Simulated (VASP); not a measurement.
**SiC: single point with HF**

The system is SiC.

```
Si C
1.0
     0.00000    2.17805    2.17805
     2.17805    0.00000    2.17805
     2.17805    2.17805    0.00000
Si C
1 1
Direct
  0.00000 0.00000 0.00000
  0.25000 0.25000 0.25000
```

```yaml
Program: VASP 6.6.1
Task: single point
Functional: HF
Potentials_or_basis: VASP PAW PBE potentials, release 64 (Si, C)
Cutoff: 520 eV
k_mesh: 8 × 8 × 8
Occupations: gaussian, width 0.01 eV
Spin: no spin polarisation
Dipole_correction: no
Grid_for_exact_exchange_PRECFOCK: Normal
Further_INCAR_settings: ALGO = Normal; EDIFF = 1e-06; NBANDS = 11
```

| Item | Value |
| --- | --- |
| Pressure | 0.5 GPa |
| Band gap on the k mesh | 8.73 eV, indirect (least direct gap 13.06 eV) |

Levels at points of the mesh, in eV from the valence-band top:
| k point | band 1 | band 2 | band 3 | band 4 | band 5 | band 6 | band 7 | band 8 |
| --- | --- | --- | --- | --- | --- | --- | --- | --- |
| (0.00, 0.00, 0.00) | -21.52 | 0.00 | 0.00 | 0.00 | 15.20 | 15.97 | 15.97 | 15.97 |
| (0.50, 0.00, 0.00) | -16.93 | -11.51 | -1.46 | -1.46 | 13.88 | 15.85 | 15.85 | 19.71 |
| (0.50, 0.50, 0.00) | -15.06 | -10.60 | -4.33 | -4.33 | 8.73 | 12.20 | 25.17 | 25.17 |

It took 29 min on 1 thread of AMD EPYC 7R13 Processor (Zen 3), with other jobs on the host, peak memory 0.12 GiB.

Caveat: the PAW data sets were made with another functional, which shifts forces and pressure a little. A k mesh can miss the band edges.
